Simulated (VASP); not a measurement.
# Ga2O3 (R-3c) in VASP: further runs

Aim: see how the results for Ga2O3 move with the level of theory and the settings. Levels: PBE, r2SCAN. Tasks: single point.

Everything below comes from runs of VASP 6.6.1. Logs are shortened: lines on timing, memory, paths and dates and some standing lists are left out, and cuts for length are marked.

### 1 The cell of the first run

Symmetry: R-3c, No. 167, trigonal system. Conventional cell: a = 5.058 Å, b = 5.058 Å, c = 13.624 Å, α = 90.00°, β = 90.00°, γ = 120.00°. Ga (site symmetry 3) has 6 O at 1.95 to 2.11 Å within 2.6 Å. Within 2.9 Å of O (site symmetry 2) lie 4 Ga at 1.95 to 2.11 Å and 8 O at 2.66 to 2.88 Å.

### 2 Single point, PBE

Input file INCAR:

```
PREC     = Accurate       # precision mode
ENCUT    = 600            # plane-wave cutoff, eV
EDIFF    = 1E-6           # SCF threshold, eV
ISMEAR   = -1             # smearing method
SIGMA    = 0.01           # smearing width, eV
LREAL    = F              # projectors in reciprocal space
LASPH    = T              # aspherical terms in the spheres
NELM     = 120            # most SCF steps
ALGO     = Normal         # electronic algorithm
ISIF     = 2              # what is computed and relaxed
LWAVE    = F              # write WAVECAR
LCHARG   = T              # write CHGCAR
GGA      = PE             # functional
LELF     = T              # ELF
LVHAR    = T            
NBANDS   = 55             # bands
GGA_COMPAT= F
```

Input file KPOINTS:

```
Automatic mesh
0
Gamma
  4 4 4
```

Input file POSCAR:

```
Ga2O3
1.0
    2.5289754451      1.4601046709      4.5413080054
   -2.5289754451      1.4601046709      4.5413080054
    0.0000000000     -2.9202092911      4.5413080216
Ga O
4 6
Direct
    0.8556819677      0.8556819677      0.8556819684
    0.6443180316      0.6443180316      0.6443180321
    0.1443180318      0.1443180318      0.1443180320
    0.3556819679      0.3556819679      0.3556819682
    0.7499999998      0.4463101678      0.0536898323
    0.4463101677      0.0536898319      0.7500000001
    0.0536898320      0.7499999997      0.4463101681
    0.2499999998      0.5536898318      0.9463101681
    0.9463101676      0.2499999998      0.5536898323
    0.5536898318      0.9463101676      0.2500000003
```

Potentials or basis: VASP PAW PBE potentials, release 64 (Ga_d, O).

Launch:

```sh
$ cat potpaw_PBE.64/Ga_d/POTCAR potpaw_PBE.64/O/POTCAR > POTCAR
$ mpirun -np 1 vasp_std > vasp.out
```

OUTCAR:

```text
PREC = Accurate
   ENCUT = 600
   EDIFF = 1E-6
   ISMEAR = -1
   LREAL = F
   LASPH = T
   NELM = 120
   ISIF = 2
   GGA = PE

 ion  position               nearest neighbor table
   1  0.856  0.856  0.856-  10 1.95   8 1.95   9 1.95   5 2.11   6 2.11   7 2.11   2 2.88
   2  0.644  0.644  0.644-  10 1.95   9 1.95   8 1.95   6 2.11   5 2.11   7 2.11   1 2.88
   3  0.144  0.144  0.144-   6 1.95   5 1.95   7 1.95   8 2.11  10 2.11   9 2.11   4 2.88
   4  0.356  0.356  0.356-   7 1.95   6 1.95   5 1.95   8 2.11  10 2.11   9 2.11   3 2.88
   5  0.750  0.446  0.054-   4 1.95   3 1.95   1 2.11   2 2.11
   6  0.446  0.054  0.750-   4 1.95   3 1.95   1 2.11   2 2.11
   7  0.054  0.750  0.446-   4 1.95   3 1.95   1 2.11   2 2.11
   8  0.250  0.554  0.946-   2 1.95   1 1.95   3 2.11   4 2.11
   9  0.946  0.250  0.554-   2 1.95   1 1.95   3 2.11   4 2.11
  10  0.554  0.946  0.250-   2 1.95   1 1.95   3 2.11   4 2.11

  LATTYP: Found a trigonal (rhomboedric) cell.
 ALAT       =     5.3991759419
 COS(alpha) =     0.5612023824

  Lattice vectors:

 A1 = (   2.5289754451,   1.4601046709,   4.5413080054)
 A2 = (  -2.5289754451,   1.4601046709,   4.5413080054)
 A3 = (   0.0000000000,  -2.9202092911,   4.5413080216)

Analysis of symmetry for initial positions (statically):
=====================================================================
 Subroutine PRICEL returns:
 Original cell was already a primitive cell.

 Routine SETGRP: Setting up the symmetry group for a
 trigonal (rhombohedral) supercell.

 Subroutine GETGRP returns: Found 12 space group operations
 (whereof  6 operations were pure point group operations)
 out of a pool of 12 trial point group operations.

The static configuration has the point symmetry S_6 .
 The point group associated with its full space group is D_3d.

Analysis of symmetry for dynamics (positions and initial velocities):
=====================================================================
 Subroutine PRICEL returns:
 Original cell was already a primitive cell.

 Routine SETGRP: Setting up the symmetry group for a
 trigonal (rhombohedral) supercell.

 Subroutine GETGRP returns: Found 12 space group operations
 (whereof  6 operations were pure point group operations)
 out of a pool of 12 trial point group operations.

The dynamic configuration has the point symmetry S_6 .
 The point group associated with its full space group is D_3d.

 Subroutine INISYM returns: Found 12 space group operations
 (whereof  6 operations are pure point group operations),
 and found     1 'primitive' translations

----------------------------------------------------------------------------------------

                                     Primitive cell

  volume of cell :     100.6146

  direct lattice vectors                    reciprocal lattice vectors
     2.528975445  1.460104671  4.541308005     0.197708523  0.114147069  0.073400291
    -2.528975445  1.460104671  4.541308005    -0.197708523  0.114147069  0.073400291
     0.000000000 -2.920209291  4.541308022     0.000000000 -0.228294138  0.073400293

  length of vectors
     5.399175942  5.399175942  5.399175942     0.239803704  0.239803704  0.239803704

  position of ions in fractional coordinates (direct lattice)
     0.855681968  0.855681968  0.855681968
     0.644318032  0.644318032  0.644318032
     0.144318032  0.144318032  0.144318032
     0.355681968  0.355681968  0.355681968
     0.750000000  0.446310168  0.053689832
     0.446310168  0.053689832  0.750000000
     0.053689832  0.750000000  0.446310168
     0.250000000  0.553689832  0.946310168
     0.946310168  0.250000000  0.553689832
     0.553689832  0.946310168  0.250000000

  ion indices of the primitive-cell ions
   primitive index   ion index
                 1           1
                 2           2
                 3           3
                 4           4
                 5           5
                 6           6
                 7           7
                 8           8
                 9           9
                10          10

----------------------------------------------------------------------------------------

 KPOINTS: Automatic mesh

Automatic generation of k-mesh.
 Grid dimensions read from file:
 generate k-points for:    4    4    4

 Generating k-lattice:

  Cartesian coordinates                     Fractional coordinates (reciprocal lattice)
     0.049427131  0.028536767  0.018350073     0.250000000 -0.000000000  0.000000000
    -0.049427131  0.028536767  0.018350073    -0.000000000  0.250000000  0.000000000
     0.000000000 -0.057073534  0.018350073    -0.000000000 -0.000000000  0.250000000

  Length of vectors
     0.059950926  0.059950926  0.059950926

  Shift w.r.t. Gamma in fractional coordinates (k-lattice)
     0.000000000  0.000000000  0.000000000

 Subroutine IBZKPT returns following result:
 ===========================================

 Found     13 irreducible k-points:

 Following reciprocal coordinates:
            Coordinates               Weight
  0.000000  0.000000  0.000000      1.000000
  0.250000  0.000000  0.000000      6.000000
  0.500000  0.000000  0.000000      3.000000
  0.250000  0.250000  0.000000      6.000000
  0.500000  0.250000  0.000000     12.000000
 -0.250000  0.250000  0.000000      6.000000
  0.500000  0.500000  0.000000      3.000000
  0.250000  0.250000  0.250000      2.000000
  0.500000  0.250000  0.250000      6.000000
 -0.250000  0.250000  0.250000      6.000000
  0.500000  0.500000  0.250000      6.000000
 -0.250000  0.500000  0.250000      6.000000
  0.500000  0.500000  0.500000      1.000000
   k-points           NKPTS =     13   k-points in BZ     NKDIM =     13   number of bands    NBANDS=     55
   number of dos      NEDOS =    301   number of ions     NIONS =     10
   total plane-waves  NPLWV = 110592
   dimension x,y,z NGX =    48 NGY =   48 NGZ =   48
   dimension x,y,z NGXF=    96 NGYF=   96 NGZF=   96
   ions per type =               4   6
   NGX,Y,Z   is equivalent  to a cutoff of  14.78, 14.78, 14.78 a.u.
   NGXF,Y,Z  is equivalent  to a cutoff of  29.56, 29.56, 29.56 a.u.
 SYSTEM =  unknown system
   PREC   = accura    normal or accurate (medium, high low for compatibility)
   ISTART =      0    job   : 0-new  1-cont  2-samecut
   ICHARG =      2    charge: 1-file 2-atom 10-const
   ISPIN  =      1    spin polarized calculation?
   LNONCOLLINEAR =      F non collinear calculations
   LSORBIT =      F    spin-orbit coupling
   LASPH  =      T    aspherical Exc in radial PAW
   ENCUT  =  600.0 eV  44.10 Ry    6.64 a.u.  10.78 10.78 10.78*2*pi/ulx,y,z
   NELM   =    120;   NELMIN=  2; NELMDL= -5     # of ELM steps
   EDIFF  = 0.1E-05   stopping-criterion for ELM
   LREAL  =      F    real-space projection
   EDIFFG = 0.1E-04   stopping-criterion for IOM
   NSW    =      0    number of steps for IOM
   IBRION =     -1    ionic relax: 0-MD 1-quasi-New 2-CG
   NFREE  =      0    steps in history (QN), initial steepest desc. (CG)
   ISIF   =      2    stress and relaxation
   ISYM   =      2    0-nonsym 1-usesym 2-fastsym
   POTIM  = 0.5000    time-step for ionic-motion
   TEBEG  =    0.0;   TEEND  =   0.0 temperature during run
   PSTRESS=    0.0 pullay stress
   NELECT =      88.0000    total number of electrons
   NUPDOWN=      -1.0000    fix difference up-down
   EMIN   =  10.00;   EMAX   =-10.00  energy-range for DOS
   EFERMI =   0.00;   METHOD = LEGACY
   ISMEAR =    -1;   SIGMA  =   0.01  broadening in eV -4-tet -1-fermi 0-gaus
   EFERMI_NEDOS =   21; number of points for ismear=-14 and -15
   IALGO  =     38    algorithm
   IMIX   =      4    mixing-type and parameters
     AMIX     =   0.40;   BMIX     =  1.00
     AMIX_MAG =   1.60;   BMIX_MAG =  1.00
  volume/ion in A,a.u.               =      10.06        67.90
  Fermi-wavevector in a.u.,A,eV,Ry     =   1.565605  2.958564 33.349487  2.451118
  Thomas-Fermi vector in A             =   2.668056
   LORBIT       =      0    0 simple, 1 ext, 2 COOP (PROOUT), +10 PAW based schemes
   GGA     = PE    functional components
   LHFCALC =     F    Hartree Fock is set to
   AEXX    =    0.0000 exact exchange contribution
   IVDW    =     0    specifies the selected vdW correction
   LEPSILON=     F    determine dielectric tensor
   LRPA    =     F    only Hartree local field effects (RPA)
 non-spin polarized calculation
  energy-cutoff  :      600.00
  volume of cell :      100.61
 maximum number of plane-waves:      3378
 NGX is ok and might be reduce to    48
   NGX = 21   NGY = 21   NGZ = 21

 number of electron      88.0000001 magnetization

 Free energy of the ion-electron system (eV)
  ---------------------------------------------------
  ext. energy  EPLUGINS =         0.00000000
  ---------------------------------------------------
  free energy    TOTEN  =       -59.40645212 eV

  energy without entropy =      -59.40645212  energy(sigma->0) =      -59.40645212

 E-fermi :   4.3227     XC(G=0): -11.9610

 val. band max:        4.0631560721   @ k =   0.2500   0.0000   0.0000
 cond. band min:       6.4929653269   @ k =   0.0000   0.0000   0.0000
 fundamental gap:      2.4298092548
 Fermi energy:         4.3227163952

 k-point     1 :       0.0000    0.0000    0.0000
  band No.  band energies     occupation
      1     -14.5795      2.00000
      2     -12.7256      2.00000
      3     -12.7256      2.00000
      4     -12.6953      2.00000
      5     -12.6807      2.00000
      6     -12.6807      2.00000
[... 47 lines left out ...]
     54      15.0066      0.00000
     55      16.0729      0.00000

 k-point     2 :       0.2500    0.0000    0.0000
  band No.  band energies     occupation
      1     -14.3197      2.00000
      2     -12.9939      2.00000
      3     -12.7529      2.00000
      4     -12.7432      2.00000
      5     -12.6962      2.00000
      6     -12.6744      2.00000
[... 630 lines left out ...]
 k-point    13 :       0.5000    0.5000    0.5000
  band No.  band energies     occupation
      1     -13.7496      2.00000
      2     -13.7496      2.00000
      3     -12.7055      2.00000
      4     -12.7055      2.00000
      5     -12.7055      2.00000
      6     -12.7055      2.00000
[... 47 lines left out ...]
     54      15.3357      0.00000
     55      16.7610      0.00000

------------------------ aborting loop because EDIFF is reached ----------------------------------------

  FORCE on cell =-STRESS in cart. coord.  units (eV):
  Direction    XX          YY          ZZ          XY          YZ          ZX
  --------------------------------------------------------------------------------------
  -------------------------------------------------------------------------------------
  Total        0.4093865      0.4093865      0.4003547     -0.0000000     -0.0000000      0.0000000
  in kB        6.5190354      6.5190354      6.3752128     -0.0000000     -0.0000000      0.0000000
  external PRESSURE =       6.4710945 kB  Pullay stress =       0.0000000 kB

 VOLUME and BASIS-vectors are now :
 -----------------------------------------------------------------------------
  energy-cutoff  :      600.00
  volume of cell :      100.61
      direct lattice vectors                 reciprocal lattice vectors
     2.528975445  1.460104671  4.541308005     0.197708523  0.114147069  0.073400291
    -2.528975445  1.460104671  4.541308005    -0.197708523  0.114147069  0.073400291
     0.000000000 -2.920209291  4.541308022     0.000000000 -0.228294138  0.073400293

 POSITION                                       TOTAL-FORCE (eV/Angst)
 -----------------------------------------------------------------------------------
      0.00000      0.00000     11.65775         0.000000      0.000000      0.024934
      0.00000      0.00000      8.77814         0.000000     -0.000000     -0.024934
      0.00000      0.00000      1.96618         0.000000     -0.000000     -0.024934
      0.00000      0.00000      4.84578         0.000000      0.000000      0.024934
      0.76802      1.58995      5.67664        -0.020489      0.035488     -0.000000
      0.99293     -1.46010      5.67664         0.040978      0.000000     -0.000000
     -1.76095     -0.12985      5.67664        -0.020489     -0.035488      0.000000
     -0.76802     -1.58995      7.94729         0.020489     -0.035488      0.000000
      1.76095      0.12985      7.94729         0.020489      0.035488     -0.000000
     -0.99293      1.46010      7.94729        -0.040978      0.000000     -0.000000
 -----------------------------------------------------------------------------------
    total drift:                                0.000001      0.000007      0.000009

  FREE ENERGIE OF THE ION-ELECTRON SYSTEM (eV)
  ---------------------------------------------------
  free  energy   TOTEN  =       -59.4064521169 eV

  energy  without entropy=      -59.4064521169  energy(sigma->0) =      -59.40645212
```

Wall time 2 min (1 thread of Intel Xeon Platinum 8488C (Sapphire Rapids), shared host); peak memory 0.33 GiB.

Results:

| Property | Result |
| --- | --- |
| Free energy | -59.4065 eV |
| Pressure | 0.6 GPa |
| Largest force | 0.041 eV/Å |
| Band gap on the k mesh | 2.43 eV (least direct gap 2.63 eV) |

Forces on the atoms (eV/Å):
```
Ga   0.000  0.000  0.025
Ga   0.000  0.000 -0.025
Ga   0.000  0.000 -0.025
Ga   0.000  0.000  0.025
O   -0.020  0.035  0.000
O    0.041  0.000  0.000
O   -0.020 -0.035  0.000
O    0.020 -0.035  0.000
O    0.020  0.035  0.000
O   -0.041  0.000  0.000
```

Levels at points of the mesh, in eV from the valence-band top:
| k point | band 40 | band 41 | band 42 | band 43 | band 44 | band 45 | band 46 | band 47 | band 48 | band 49 |
| --- | --- | --- | --- | --- | --- | --- | --- | --- | --- | --- |
| (0.00, 0.00, 0.00) | -0.28 | -0.28 | -0.27 | -0.20 | -0.20 | 2.43 | 6.34 | 6.61 | 8.56 | 9.83 |
| (0.50, 0.00, 0.00) | -1.13 | -0.89 | -0.89 | -0.11 | -0.11 | 6.04 | 6.04 | 6.41 | 6.41 | 9.67 |
| (0.50, 0.50, 0.00) | -0.94 | -0.79 | -0.66 | -0.22 | -0.11 | 6.16 | 6.37 | 7.27 | 7.30 | 8.50 |
| (0.50, 0.50, 0.50) | -1.38 | -0.26 | -0.26 | -0.26 | -0.26 | 5.51 | 5.51 | 7.51 | 7.51 | 9.25 |

A k mesh can miss the band edges.

### 3 Single point, r2SCAN

POSCAR is that of step 2.

Input file INCAR.step1:

```
SYSTEM = Ga2O3
  PREC = Accurate
  ENCUT = 660
  ISMEAR = -1
  SIGMA = 0.01
  LREAL = .False.
  LASPH = .True.
  NELM = 120
  NBANDS = 55
  GGA = PE
  ALGO = Normal
  EDIFF = 1E-5
  LWAVE = .True.
  LCHARG = .False.
  GGA_COMPAT = .False.
```

Input file INCAR.step2:

```
SYSTEM = Ga2O3
  PREC = Accurate
  ENCUT = 660
  EDIFF = 1E-6
  ISMEAR = -1
  SIGMA = 0.01
  LREAL = .False.
  LASPH = .True.
  NELM = 120
  ALGO = Normal
  ISIF = 2
  LWAVE = .False.
  LCHARG = .True.
  METAGGA = R2SCAN
  LMIXTAU = .True.
  LELF = .True.
  LVHAR = .True.
  NBANDS = 55
  ISTART = 1
  GGA_COMPAT = .False.
```

Input file KPOINTS:

```
regular mesh
0
Gamma
  7 7 7
  0 0 0
```

Potentials or basis: VASP PAW PBE potentials, release 64 (Ga_d, O).

Launch:

```sh
$ cat potpaw_PBE.64/Ga_d/POTCAR potpaw_PBE.64/O/POTCAR > POTCAR
$ cp INCAR.step1 INCAR
$ mpirun -np 1 vasp_std > vasp.out
$ cp INCAR.step2 INCAR
$ mpirun -np 1 vasp_std > vasp.out
```

Wall time 21 min (1 thread of Intel Xeon Platinum 8488C (Sapphire Rapids), shared host); peak memory 0.52 GiB.

Results (log left out):

| Item | Value |
| --- | --- |
| Free energy | -102.2892 eV |
| Pressure | -8.0 GPa |
| Largest force | 0.067 eV/Å |
| Band gap on the k mesh | 3.08 eV (least direct gap 3.31 eV) |

Forces on the atoms (eV/Å):
```
Ga   0.000  0.000 -0.067
Ga   0.000  0.000  0.067
Ga   0.000  0.000  0.067
Ga   0.000  0.000 -0.067
O   -0.023  0.040  0.000
O    0.046  0.000  0.000
O   -0.023 -0.040  0.000
O    0.023 -0.040  0.000
O    0.023  0.040  0.000
O   -0.046  0.000  0.000
```

Stress tensor (GPa, compression positive):
```
-8.24  0.00  0.00
 0.00 -8.24  0.00
 0.00  0.00 -7.41
```

Levels at points of the mesh, in eV from the valence-band top:
```tsv
k point	band 40	band 41	band 42	band 43	band 44	band 45	band 46	band 47	band 48	band 49
(0.00, 0.00, 0.00)	-0.31	-0.31	-0.29	-0.23	-0.23	3.08	7.08	7.35	9.33	10.74
```

Caveat: the cell stands under tension; the PAW data sets were made with another functional, which shifts forces and pressure a little. A k mesh can miss the band edges.
